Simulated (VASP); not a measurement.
# BAs (P4_32_12) in VASP: further runs

BAs is run at these levels: PBE; tasks: single point, relaxation of cell and atoms.

All numbers are computed with VASP 6.6.1; they aren't measurements. Logs are shortened: lines on timing, memory, paths and dates and some standing lists are left out, and cuts for length are marked.

**1. The cell of the first run**

Symmetry: P4_32_12, No. 96, tetragonal system. Conventional cell: a = 4.296 Å, b = 4.296 Å, c = 12.982 Å, α = 90.00°, β = 90.00°, γ = 90.00°. B (site symmetry 1) has 3 As at 1.93 to 1.95 Å within 2.6 Å. Within 2.6 Å of As (site symmetry 1) lie 3 B at 1.93 to 1.95 Å.

The cell was generated, and may not be a known phase.

**2. Single point, PBE**

INCAR reads:

```
ALGO = Normal
EDIFF = 1E-6
ENCUT = 520
GGA = PE
ISIF = 2
ISMEAR = 0
LASPH = True
LCHARG = False
LREAL = Auto
LWAVE = False
NBANDS = 46
NELM = 60
PREC = Accurate
SIGMA = 0.1
```

KPOINTS reads:

```
k-points
0
Gamma
  4 4 2
```

POSCAR reads:

```
BAs
1.0
    4.2962674200      0.0000000000      0.0000000000
    0.0000000000      4.2962674200      0.0000000000
    0.0000000000      0.0000000000     12.9815308400
B As
8 8
Direct
    0.4320251100      0.8838957300      0.9385768200
    0.3838957300      0.0679748900      0.1885768200
    0.0679748900      0.3838957300      0.8114231800
    0.8838957300      0.4320251100      0.0614231800
    0.5679748900      0.1161042700      0.4385768200
    0.6161042700      0.9320251100      0.6885768200
    0.9320251100      0.6161042700      0.3114231800
    0.1161042700      0.5679748900      0.5614231800
    0.0679748900      0.6161042700      0.9385768200
    0.1161042700      0.4320251100      0.1885768200
    0.4320251100      0.1161042700      0.8114231800
    0.6161042700      0.0679748900      0.0614231800
    0.9320251100      0.3838957300      0.4385768200
    0.8838957300      0.5679748900      0.6885768200
    0.5679748900      0.8838957300      0.3114231800
    0.3838957300      0.9320251100      0.5614231800
```

Potentials or basis: VASP PAW PBE potentials, release 64 (B, As).

The run is started by

```bash
$ cat potpaw_PBE.64/B/POTCAR potpaw_PBE.64/As/POTCAR > POTCAR
$ mpirun -np 1 vasp_std > vasp.out
```

OUTCAR:

```text
EDIFF = 1E-6
   ENCUT = 520
   GGA = PE
   ISIF = 2
   ISMEAR = 0
   LASPH = True
   LREAL = Auto
   NELM = 60
   PREC = Accurate

 ion  position               nearest neighbor table
   1  0.432  0.884  0.939-  11 1.93   9 1.94  12 1.95
   2  0.384  0.068  0.189-  12 1.93  10 1.94  15 1.95
   3  0.068  0.384  0.811-   9 1.93  11 1.94  14 1.95
   4  0.884  0.432  0.061-  10 1.93  12 1.94   9 1.95
   5  0.568  0.116  0.439-  15 1.93  13 1.94  16 1.95
   6  0.616  0.932  0.689-  16 1.93  14 1.94  11 1.95
[... 8 lines left out ...]
  15  0.568  0.884  0.311-   5 1.93   7 1.94   2 1.95
  16  0.384  0.932  0.561-   6 1.93   8 1.94   5 1.95

  LATTYP: Found a simple tetragonal cell.
 ALAT       =     4.2962674200
 C/A-ratio  =     3.0215835214

  Lattice vectors:

 A1 = (   4.2962674200,   0.0000000000,   0.0000000000)
 A2 = (   0.0000000000,   4.2962674200,   0.0000000000)
 A3 = (   0.0000000000,   0.0000000000,  12.9815308400)

Analysis of symmetry for initial positions (statically):
=====================================================================
 Subroutine PRICEL returns:
 Original cell was already a primitive cell.

 Routine SETGRP: Setting up the symmetry group for a
 simple tetragonal supercell.

 Subroutine GETGRP returns: Found  8 space group operations
 (whereof  2 operations were pure point group operations)
 out of a pool of 16 trial point group operations.

The static configuration has the point symmetry C_2 .
 The point group associated with its full space group is D_4 .

Analysis of symmetry for dynamics (positions and initial velocities):
=====================================================================
 Subroutine PRICEL returns:
 Original cell was already a primitive cell.

 Routine SETGRP: Setting up the symmetry group for a
 simple tetragonal supercell.

 Subroutine GETGRP returns: Found  8 space group operations
 (whereof  2 operations were pure point group operations)
 out of a pool of 16 trial point group operations.

The dynamic configuration has the point symmetry C_2 .
 The point group associated with its full space group is D_4 .

 Subroutine INISYM returns: Found  8 space group operations
 (whereof  2 operations are pure point group operations),
 and found     1 'primitive' translations

[... 111 lines left out ...]
   EDIFFG = 0.1E-04   stopping-criterion for IOM
   NSW    =      0    number of steps for IOM
   IBRION =     -1    ionic relax: 0-MD 1-quasi-New 2-CG
   NFREE  =      0    steps in history (QN), initial steepest desc. (CG)
   ISIF   =      2    stress and relaxation
   ISYM   =      2    0-nonsym 1-usesym 2-fastsym
   POTIM  = 0.5000    time-step for ionic-motion
   TEBEG  =    0.0;   TEEND  =   0.0 temperature during run
   PSTRESS=    0.0 pullay stress
   NELECT =      64.0000    total number of electrons
   NUPDOWN=      -1.0000    fix difference up-down
   EMIN   =  10.00;   EMAX   =-10.00  energy-range for DOS
   EFERMI =   0.00;   METHOD = LEGACY
   ISMEAR =     0;   SIGMA  =   0.10  broadening in eV -4-tet -1-fermi 0-gaus
   EFERMI_NEDOS =   21; number of points for ismear=-14 and -15
   IALGO  =     38    algorithm
   IMIX   =      4    mixing-type and parameters
     AMIX     =   0.40;   BMIX     =  1.00
     AMIX_MAG =   1.60;   BMIX_MAG =  1.00
  volume/ion in A,a.u.               =      14.98       101.06
  Fermi-wavevector in a.u.,A,eV,Ry     =   1.054303  1.992343 15.123613  1.111554
  Thomas-Fermi vector in A             =   2.189458
   LORBIT       =      0    0 simple, 1 ext, 2 COOP (PROOUT), +10 PAW based schemes
   GGA     = PE    functional components
   LHFCALC =     F    Hartree Fock is set to
   AEXX    =    0.0000 exact exchange contribution
   IVDW    =     0    specifies the selected vdW correction
   LEPSILON=     F    determine dielectric tensor
   LRPA    =     F    only Hartree local field effects (RPA)
 non-spin polarized calculation
 Gauss-broadening in eV      SIGMA  =   0.10
  energy-cutoff  :      520.00
  volume of cell :      239.61
 maximum number of plane-waves:      6472
 NGX is ok and might be reduce to    32
   NGX = 15   NGY = 15   NGZ = 49

 number of electron      63.9999991 magnetization

 Free energy of the ion-electron system (eV)
  ---------------------------------------------------
  ext. energy  EPLUGINS =         0.00000000
  ---------------------------------------------------
  free energy    TOTEN  =       -78.57823664 eV

  energy without entropy =      -78.54794249  energy(sigma->0) =      -78.56308957

 E-fermi :   5.0117     XC(G=0): -10.1442

 val. band max:        4.7870066233   @ k =   0.2500   0.2500   0.5000
 cond. band min:       5.0202313048   @ k =   0.2500   0.2500   0.0000
 fundamental gap:      0.2332246815
 Fermi energy:         5.0116825939

 k-point     1 :       0.0000    0.0000    0.0000
  band No.  band energies     occupation
      1     -10.0280      2.00000
      2      -9.3211      2.00000
      3      -9.3210      2.00000
      4      -7.6097      2.00000
      5      -7.1749      2.00000
      6      -6.1166      2.00000
[... 553 lines left out ...]
     43      10.0477      0.00000
     44      10.0477      0.00000
 [bands above 44 left out]

------------------------ aborting loop because EDIFF is reached ----------------------------------------

  FORCE on cell =-STRESS in cart. coord.  units (eV):
  Direction    XX          YY          ZZ          XY          YZ          ZX
  --------------------------------------------------------------------------------------
  -------------------------------------------------------------------------------------
  Total       10.5098645     10.5098645     39.2794352      0.0000000      0.0000000      0.0000000
  in kB       70.2747290     70.2747290    262.6438859      0.0000000      0.0000000      0.0000000
  external PRESSURE =     134.3977813 kB  Pullay stress =       0.0000000 kB

 VOLUME and BASIS-vectors are now :
 -----------------------------------------------------------------------------
  energy-cutoff  :      520.00
  volume of cell :      239.61
      direct lattice vectors                 reciprocal lattice vectors
     4.296267420  0.000000000  0.000000000     0.232760185  0.000000000  0.000000000
     0.000000000  4.296267420  0.000000000     0.000000000  0.232760185  0.000000000
     0.000000000  0.000000000 12.981530840     0.000000000  0.000000000  0.077032517

 POSITION                                       TOTAL-FORCE (eV/Angst)
 -----------------------------------------------------------------------------------
      1.85610      3.79745     12.18416        -0.314112     -0.543684      0.596537
      1.64932      0.29204      2.44802        -0.543684      0.314112      0.596537
      0.29204      1.64932     10.53352         0.314112     -0.543684     -0.596537
      3.79745      1.85610      0.79737        -0.543684     -0.314112     -0.596537
      2.44017      0.49881      5.69340         0.314112      0.543684      0.596537
      2.64695      4.00423      8.93878         0.543684     -0.314112      0.596537
[... 8 lines left out ...]
      2.44017      3.79745      4.04275        -0.298686     -0.498470     -0.582154
      1.64932      4.00423      7.28813        -0.498470      0.298686     -0.582154
 -----------------------------------------------------------------------------------
    total drift:                                0.000000     -0.000000     -0.000000

  FREE ENERGIE OF THE ION-ELECTRON SYSTEM (eV)
  ---------------------------------------------------
  free  energy   TOTEN  =       -78.5782366428 eV

  energy  without entropy=      -78.5479424877  energy(sigma->0) =      -78.56308957
```

OSZICAR:

```text
N       E                     dE             d eps       ncg     rms          rms(c)
DAV:   1     0.237469821378E+03    0.23747E+03   -0.26673E+04  1104   0.120E+03
DAV:   2    -0.623339050318E+02   -0.29980E+03   -0.28354E+03  1318   0.204E+02
DAV:   3    -0.834393852215E+02   -0.21105E+02   -0.20228E+02  1384   0.522E+01
DAV:   4    -0.838591760622E+02   -0.41979E+00   -0.41590E+00  1384   0.730E+00
DAV:   5    -0.838690851664E+02   -0.99091E-02   -0.98946E-02  1364   0.980E-01    0.149E+01
DAV:   6    -0.791508046960E+02    0.47183E+01   -0.99421E+00  1254   0.106E+01    0.772E+00
DAV:   7    -0.786651807552E+02    0.48562E+00   -0.13356E+00  1336   0.401E+00    0.313E+00
DAV:   8    -0.785754156009E+02    0.89765E-01   -0.19666E-01  1320   0.159E+00    0.545E-01
DAV:   9    -0.785777188575E+02   -0.23033E-02   -0.12606E-02  1408   0.416E-01    0.181E-01
DAV:  10    -0.785781584889E+02   -0.43963E-03   -0.19974E-03  1304   0.168E-01    0.533E-02
DAV:  11    -0.785782147287E+02   -0.56240E-04   -0.21748E-04  1344   0.567E-02    0.251E-02
DAV:  12    -0.785782349936E+02   -0.20265E-04   -0.36581E-05  1280   0.249E-02    0.435E-03
DAV:  13    -0.785782361375E+02   -0.11439E-05   -0.37462E-06  1232   0.761E-03    0.165E-03
DAV:  14    -0.785782366428E+02   -0.50523E-06   -0.35442E-07   768   0.258E-03
   1 F= -.78578237E+02 E0= -.78563090E+02  d E =-.302942E-01
```

Run time: 2.4 min. Hardware: 1 thread of AMD EPYC 7R13 (Zen 3), shared host; peak memory 0.28 GiB.

What came out:

* Free energy: -78.5782 eV
* Pressure: 13.4 GPa
* Largest force: 0.866 eV/Å
* Band gap on the k mesh: zero (bands 32 and 33 overlap by 0.26 eV)

Forces in eV/Å, atoms in the order of the input:
```
B   -0.314 -0.544  0.597
B   -0.544  0.314  0.597
B    0.314 -0.544 -0.597
B   -0.544 -0.314 -0.597
B    0.314  0.544  0.597
B    0.544 -0.314  0.597
B   -0.314  0.544 -0.597
B    0.544  0.314 -0.597
As  -0.299  0.498  0.582
As   0.498  0.299  0.582
As   0.299  0.498 -0.582
As   0.498 -0.299 -0.582
As   0.299 -0.498  0.582
As  -0.498 -0.299  0.582
As  -0.299 -0.498 -0.582
As  -0.498  0.299 -0.582
```

Stress tensor (GPa, compression positive):
```
 7.03  0.00  0.00
 0.00  7.03  0.00
 0.00  0.00 26.26
```

Levels at points of the mesh, in eV from the Fermi level:
| k point | band 30 | band 31 | band 32 | band 33 | band 34 | band 35 |
| --- | --- | --- | --- | --- | --- | --- |
| (0.00, 0.00, 0.00) | -1.09 | -0.90 | 0.04 | 0.24 | 0.31 | 0.31 |
| (0.50, 0.00, 0.00) | -1.32 | -0.75 | -0.75 | 0.22 | 0.22 | 0.49 |
| (0.50, 0.50, 0.00) | -1.07 | 0.27 | 0.27 | 2.57 | 2.57 | 2.76 |
| (0.00, 0.00, 0.50) | -1.40 | -0.51 | -0.51 | 0.26 | 0.26 | 0.43 |
| (0.50, 0.00, 0.50) | -1.42 | -0.86 | -0.86 | 0.28 | 0.28 | 0.48 |
| (0.50, 0.50, 0.50) | -0.25 | -0.25 | -0.25 | 2.64 | 2.64 | 2.64 |

Caveat: the k points lie up to 0.37 Å⁻¹ apart; semilocal functionals underestimate gaps, and a narrow one can read as zero.

**3. Single point, PBE**

This run uses another cell than the first one, of 16.65 Å³/atom.

INCAR reads:

```
SYSTEM = BAs
ALGO = Normal
EDIFF = 1E-6
ENCUT = 520
GGA = PE
ISIF = 2
ISMEAR = 0
LASPH = .TRUE.
LCHARG = .TRUE.
LELF = .TRUE.
LREAL = Auto
LVHAR = .TRUE.
LWAVE = .FALSE.
NBANDS = 46
NELM = 100
PREC = Accurate
SIGMA = 0.1
```

KPOINTS reads:

```
k-points
0
G
  4 4 2
  0 0 0
```

POSCAR reads:

```
BAs
1.0
    4.4188520679      0.0000000000      0.0000000000
    0.0000000000      4.4188520679      0.0000000000
    0.0000000000      0.0000000000     13.6415833879
B As
8 8
Direct
    0.3547536888      0.8713895682      0.9473801435
    0.3713895682      0.1452463112      0.1973801435
    0.1452463112      0.3713895682      0.8026198565
    0.8713895682      0.3547536888      0.0526198565
    0.6452463112      0.1286104318      0.4473801435
    0.6286104318      0.8547536888      0.6973801435
    0.8547536888      0.6286104318      0.3026198565
    0.1286104318      0.6452463112      0.5526198565
    0.0310761894      0.5678215580      0.9331636575
    0.0678215580      0.4689238106      0.1831636575
    0.4689238106      0.0678215580      0.8168363425
    0.5678215580      0.0310761894      0.0668363425
    0.9689238106      0.4321784420      0.4331636575
    0.9321784420      0.5310761894      0.6831636575
    0.5310761894      0.9321784420      0.3168363425
    0.4321784420      0.9689238106      0.5668363425
```

Potentials or basis: VASP PAW PBE potentials, release 64 (B, As).

The run is started by

```bash
$ cat potpaw_PBE.64/B/POTCAR potpaw_PBE.64/As/POTCAR > POTCAR
$ mpirun -np 1 vasp_std > vasp.out
```

OUTCAR:

```text
SYSTEM = BAs
   EDIFF = 1E-6
   ENCUT = 520
   GGA = PE
   ISIF = 2
   ISMEAR = 0
   LASPH = .TRUE.
   LREAL = Auto
   NELM = 100
   PREC = Accurate

 ion  position               nearest neighbor table
   1  0.355  0.871  0.947-   9 1.97  12 2.01  11 2.04
   2  0.371  0.145  0.197-  10 1.97  15 2.01  12 2.04
   3  0.145  0.371  0.803-  11 1.97  14 2.01   9 2.04
   4  0.871  0.355  0.053-  12 1.97   9 2.01  10 2.04
   5  0.645  0.129  0.447-  13 1.97  16 2.01  15 2.04
   6  0.629  0.855  0.697-  14 1.97  11 2.01  16 2.04
[... 791 lines left out ...]
  Total        0.7201101      0.7201101      0.8341773      0.0000000     -0.0000000      0.0000000
  in kB        4.3313747      4.3313747      5.0174754      0.0000000     -0.0000000      0.0000000
  external PRESSURE =       4.5600749 kB  Pullay stress =       0.0000000 kB

 VOLUME and BASIS-vectors are now :
 -----------------------------------------------------------------------------
  energy-cutoff  :      520.00
  volume of cell :      266.37
      direct lattice vectors                 reciprocal lattice vectors
     4.418852068  0.000000000  0.000000000     0.226303118  0.000000000  0.000000000
     0.000000000  4.418852068  0.000000000     0.000000000  0.226303118  0.000000000
     0.000000000  0.000000000 13.641583388     0.000000000  0.000000000  0.073305273

 POSITION                                       TOTAL-FORCE (eV/Angst)
 -----------------------------------------------------------------------------------
      1.56760      3.85054     12.92377         0.026212      0.022465      0.021904
      1.64112      0.64182      2.69258         0.022465     -0.026212      0.021904
      0.64182      1.64112     10.94901        -0.026212      0.022465     -0.021904
      3.85054      1.56760      0.71782         0.022465      0.026212     -0.021904
      2.85125      0.56831      6.10297        -0.026212     -0.022465      0.021904
      2.77774      3.77703      9.51337        -0.022465      0.026212      0.021904
[... 8 lines left out ...]
      2.34675      4.11916      4.32215        -0.034752      0.018991     -0.012201
      1.90973      4.28153      7.73255         0.018991      0.034752     -0.012201
 -----------------------------------------------------------------------------------
    total drift:                                0.000000     -0.000000      0.000000

  FREE ENERGIE OF THE ION-ELECTRON SYSTEM (eV)
  ---------------------------------------------------
  free  energy   TOTEN  =       -80.8082619436 eV

  energy  without entropy=      -80.8000508953  energy(sigma->0) =      -80.80415642
```

stdout:

```text
POSCAR found type information on POSCAR B As
 POSCAR found :  2 types and      16 ions
 scaLAPACK will be used
 LDA part: xc-table for (Slater+PW92), standard interpolation
 POSCAR, INCAR and KPOINTS ok, starting setup
 FFT: planning ... GRIDC
 FFT: planning ... GRID_SOFT
 FFT: planning ... GRID
 WAVECAR not read
 entering main loop
```

Wall time 3 min (1 thread of AMD EPYC 7R13 (Zen 3), shared host); peak memory 0.35 GiB.

Results:

```
Free energy            : -80.8083 eV
Pressure               : 0.5 GPa
Largest force          : 0.041 eV/Å
Band gap on the k mesh : zero (bands 32 and 33 overlap by 0.33 eV)
```

Forces in eV/Å, atoms in the order of the input:
```
B    0.026  0.022  0.022
B    0.022 -0.026  0.022
B   -0.026  0.022 -0.022
B    0.022  0.026 -0.022
B   -0.026 -0.022  0.022
B   -0.022  0.026  0.022
B    0.026 -0.022 -0.022
B   -0.022 -0.026 -0.022
As  -0.035 -0.019  0.012
As  -0.019  0.035  0.012
As   0.035 -0.019 -0.012
As  -0.019 -0.035 -0.012
As   0.035  0.019  0.012
As   0.019 -0.035  0.012
As  -0.035  0.019 -0.012
As   0.019  0.035 -0.012
```

Caveat: semilocal functionals underestimate gaps, and a narrow one can read as zero.

(Continued in part 2 of 2.)

The gap in the log of VASP goes by the Fermi energy; the results here count the filled bands.